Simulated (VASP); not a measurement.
# Al2Ru (Fddd) in VASP: single point with LDA

Aim: the single point of Al2Ru with LDA.

Program: VASP 6.6.1. These are calculated values, not measurements. Logs are shortened: lines on timing, memory, paths and dates and some standing lists are left out, and cuts for length are marked.

## Step 1: The cell of the first run

Symmetry: Fddd, No. 70, orthorhombic system. The conventional cell has a = 4.664 Å, b = 7.916 Å, c = 8.702 Å, α = 90.00°, β = 90.00°, γ = 90.00°. Al (site symmetry 2) has 5 Ru at 2.55 to 2.70 Å and 9 Al at 2.57 to 3.16 Å within 3.4 Å. Ru (site symmetry 222) has 10 Al at 2.55 to 2.70 Å and 4 Ru at 3.16 Å within 3.4 Å.

## Step 2: Single point, LDA

Contents of INCAR:

```
PREC     = Accurate       # precision mode
ENCUT    = 520            # plane-wave cutoff, eV
EDIFF    = 1E-6           # SCF threshold, eV
ISMEAR   = 0              # smearing method
SIGMA    = 0.03           # smearing width, eV
LREAL    = False          # projectors in reciprocal space
LASPH    = True           # aspherical terms in the spheres
NELM     = 60             # most SCF steps
ALGO     = Normal         # electronic algorithm
ISIF     = 2              # what is computed and relaxed
LWAVE    = False          # write WAVECAR
LCHARG   = True           # write CHGCAR
GGA      = CA             # functional
LELF     = True           # ELF
LVHAR    = True         
NBANDS   = 29             # bands
```

Contents of KPOINTS:

```
Automatic mesh
0
Gamma
  10 10 10
```

Contents of POSCAR:

```
Al2Ru
1.0
    0.0000000000      3.9579104718      4.3512295095
    2.3319687667      0.0000000000      4.3512295095
    2.3319687667      3.9579104718      0.0000000000
Al Ru
4 2
Direct
    0.0788992938      0.4211007062      0.0788992938
    0.4211007062      0.0788992938      0.4211007062
    0.1711007062      0.8288992938      0.1711007062
    0.8288992938      0.1711007062      0.8288992938
    0.7500000000      0.7500000000      0.7500000000
    0.5000000000      0.5000000000      0.5000000000
```

Potentials or basis: VASP PAW LDA potentials, release 64 (Al, Ru_pv).

Run with:

```sh
$ cat potpaw_LDA.64/Al/POTCAR potpaw_LDA.64/Ru_pv/POTCAR > POTCAR
$ mpirun -np 1 vasp_std > vasp.out
```

OUTCAR:

```text
PREC = Accurate
   ENCUT = 520
   EDIFF = 1E-6
   ISMEAR = 0
   LREAL = False
   LASPH = True
   NELM = 60
   ISIF = 2
   GGA = CA

 ion  position               nearest neighbor table
   1  0.079  0.421  0.079-   6 2.55   6 2.55   3 2.57   3 2.57   5 2.60   2 2.65   2 2.65   5 2.70
                             5 2.70   2 2.71   4 3.16   4 3.16   4 3.16   4 3.16
   2  0.421  0.079  0.421-   6 2.55   6 2.55   4 2.57   4 2.57   5 2.60   1 2.65   1 2.65   5 2.70
                             5 2.70   1 2.71   3 3.16   3 3.16   3 3.16   3 3.16
   3  0.171  0.829  0.171-   5 2.55   5 2.55   1 2.57   1 2.57   6 2.60   4 2.65   4 2.65   6 2.70
                             6 2.70   4 2.71   2 3.16   2 3.16   2 3.16   2 3.16
   4  0.829  0.171  0.829-   5 2.55   5 2.55   2 2.57   2 2.57   6 2.60   3 2.65   3 2.65   6 2.70
                             6 2.70   3 2.71   1 3.16   1 3.16   1 3.16   1 3.16
   5  0.750  0.750  0.750-   4 2.55   4 2.55   3 2.55   3 2.55   1 2.60   2 2.60   2 2.70   2 2.70
                             1 2.70   1 2.70   6 3.16   6 3.16   6 3.16   6 3.16
   6  0.500  0.500  0.500-   2 2.55   2 2.55   1 2.55   1 2.55   3 2.60   4 2.60   3 2.70   3 2.70
                             4 2.70   4 2.70   5 3.16   5 3.16   5 3.16   5 3.16

  LATTYP: Found a face centered orthorhombic cell.
 ALAT       =     4.6639375334
 B/A-ratio  =     1.6972399152
 C/A-ratio  =     1.8659038541

  Lattice vectors:

 A1 = (   0.0000000000,   3.9579104718,   4.3512295095)
 A2 = (   2.3319687667,   0.0000000000,   4.3512295095)
 A3 = (   2.3319687667,   3.9579104718,   0.0000000000)

Analysis of symmetry for initial positions (statically):
=====================================================================
 Subroutine PRICEL returns:
 Original cell was already a primitive cell.

 Routine SETGRP: Setting up the symmetry group for a
 face centered orthorhombic supercell.

 Subroutine GETGRP returns: Found  8 space group operations
 (whereof  4 operations were pure point group operations)
 out of a pool of  8 trial point group operations.

The static configuration has the point symmetry D_2 .
 The point group associated with its full space group is D_2h.

Analysis of symmetry for dynamics (positions and initial velocities):
=====================================================================
 Subroutine PRICEL returns:
 Original cell was already a primitive cell.

 Routine SETGRP: Setting up the symmetry group for a
 face centered orthorhombic supercell.

 Subroutine GETGRP returns: Found  8 space group operations
 (whereof  4 operations were pure point group operations)
 out of a pool of  8 trial point group operations.

The dynamic configuration has the point symmetry D_2 .
 The point group associated with its full space group is D_2h.
[... 114 lines left out ...]
   ISYM   =      2    0-nonsym 1-usesym 2-fastsym
   POTIM  = 0.5000    time-step for ionic-motion
   TEBEG  =    0.0;   TEEND  =   0.0 temperature during run
   PSTRESS=    0.0 pullay stress
   NELECT =      40.0000    total number of electrons
   NUPDOWN=      -1.0000    fix difference up-down
   EMIN   =  10.00;   EMAX   =-10.00  energy-range for DOS
   EFERMI =   0.00;   METHOD = LEGACY
   ISMEAR =     0;   SIGMA  =   0.03  broadening in eV -4-tet -1-fermi 0-gaus
   EFERMI_NEDOS =   21; number of points for ismear=-14 and -15
   IALGO  =     38    algorithm
   IMIX   =      4    mixing-type and parameters
     AMIX     =   0.40;   BMIX     =  1.00
     AMIX_MAG =   1.60;   BMIX_MAG =  1.00
  volume/ion in A,a.u.               =      13.39        90.34
  Fermi-wavevector in a.u.,A,eV,Ry     =   1.297631  2.452167 22.910124  1.683847
  Thomas-Fermi vector in A             =   2.429011
   LORBIT       =      0    0 simple, 1 ext, 2 COOP (PROOUT), +10 PAW based schemes
   GGA     = CA    functional components
   LHFCALC =     F    Hartree Fock is set to
   AEXX    =    0.0000 exact exchange contribution
   IVDW    =     0    specifies the selected vdW correction
   LEPSILON=     F    determine dielectric tensor
   LRPA    =     F    only Hartree local field effects (RPA)
 non-spin polarized calculation
 Gauss-broadening in eV      SIGMA  =   0.03
  energy-cutoff  :      520.00
  volume of cell :       80.32
 maximum number of plane-waves:      2191
 NGX is ok and might be reduce to    48
   NGX = 21   NGY = 19   NGZ = 17

 number of electron      40.0000000 magnetization

 Free energy of the ion-electron system (eV)
  ---------------------------------------------------
  ext. energy  EPLUGINS =         0.00000000
  ---------------------------------------------------
  free energy    TOTEN  =       -42.40171706 eV

  energy without entropy =      -42.40170743  energy(sigma->0) =      -42.40171224

 E-fermi :  10.8940     XC(G=0): -12.2304

 val. band max:       10.8594001554   @ k =   0.0000   0.0000   0.0000
 cond. band min:      10.9354308567   @ k =   0.0000   0.3000   0.3000
 fundamental gap:      0.0760307013
 Fermi energy:        10.8939839457

 k-point     1 :       0.0000    0.0000    0.0000
  band No.  band energies     occupation
      1     -31.7227      2.00000
      2     -31.6346      2.00000
      3     -31.6262      2.00000
      4     -31.5805      2.00000
      5     -31.5678      2.00000
      6     -31.5586      2.00000
[... 757 lines left out ...]
     28      15.8199      0.00000
     29      16.8667      0.00000

 [... further k-points ...]

------------------------ aborting loop because EDIFF is reached ----------------------------------------

  FORCE on cell =-STRESS in cart. coord.  units (eV):
  Direction    XX          YY          ZZ          XY          YZ          ZX
  --------------------------------------------------------------------------------------
  -------------------------------------------------------------------------------------
  Total        0.2426689      0.2024837      0.2419640      0.0000000      0.0000000      0.0000000
  in kB        4.8405418      4.0389640      4.8264813      0.0000000      0.0000000      0.0000000
  external PRESSURE =       4.5686624 kB  Pullay stress =       0.0000000 kB

 VOLUME and BASIS-vectors are now :
 -----------------------------------------------------------------------------
  energy-cutoff  :      520.00
  volume of cell :       80.32
      direct lattice vectors                 reciprocal lattice vectors
     0.000000000  3.957910472  4.351229510    -0.214411105  0.126329285  0.114910050
     2.331968767  0.000000000  4.351229510     0.214411105 -0.126329285  0.114910050
     2.331968767  3.957910472  0.000000000     0.214411105  0.126329285 -0.114910050

 POSITION                                       TOTAL-FORCE (eV/Angst)
 -----------------------------------------------------------------------------------
      1.16598      0.62455      2.17561         0.000000      0.004524      0.000000
      1.16598      3.33336      2.17561         0.000000     -0.004524      0.000000
      2.33197      1.35440      4.35123         0.000000     -0.004524      0.000000
      2.33197      6.56142      4.35123         0.000000      0.004524      0.000000
      3.49795      5.93687      6.52684        -0.000000     -0.000000      0.000000
      2.33197      3.95791      4.35123         0.000000     -0.000000     -0.000000
 -----------------------------------------------------------------------------------
    total drift:                               -0.000000     -0.000000     -0.000000

  FREE ENERGIE OF THE ION-ELECTRON SYSTEM (eV)
  ---------------------------------------------------
  free  energy   TOTEN  =       -42.4017170606 eV

  energy  without entropy=      -42.4017074260  energy(sigma->0) =      -42.40171224
```

Run time: 12 min. Hardware: 1 thread of AMD EPYC 7R13, shared host; peak memory 0.41 GiB.

Results:

```yaml
Free_energy: -42.4017 eV
Pressure: 0.5 GPa
Largest_force: 0.005 eV/Å
```

Forces in eV/Å, atoms in the order of the input:
```
Al   0.000  0.005  0.000
Al   0.000 -0.005  0.000
Al   0.000 -0.005  0.000
Al   0.000  0.005  0.000
Ru   0.000  0.000  0.000
Ru   0.000  0.000  0.000
```

Stress tensor (GPa, compression positive):
```
0.48 0.00 0.00
0.00 0.40 0.00
0.00 0.00 0.48
```

Levels at points of the mesh, in eV from the Fermi level:
| k point | band 18 | band 19 | band 20 | band 21 | band 22 | band 23 |
| --- | --- | --- | --- | --- | --- | --- |
| (0.00, 0.00, 0.00) | -1.33 | -1.28 | -0.03 | 1.69 | 2.31 | 2.38 |
| (0.50, 0.00, 0.00) | -2.21 | -1.21 | -0.95 | 0.31 | 0.70 | 1.85 |
| (0.50, 0.50, 0.00) | -1.69 | -1.40 | -1.40 | 2.27 | 2.27 | 2.49 |
| (0.50, 0.00, 0.50) | -2.37 | -1.54 | -1.54 | 1.77 | 1.77 | 2.44 |
| (0.00, 0.50, 0.50) | -2.64 | -1.34 | -1.34 | 0.32 | 0.32 | 4.68 |
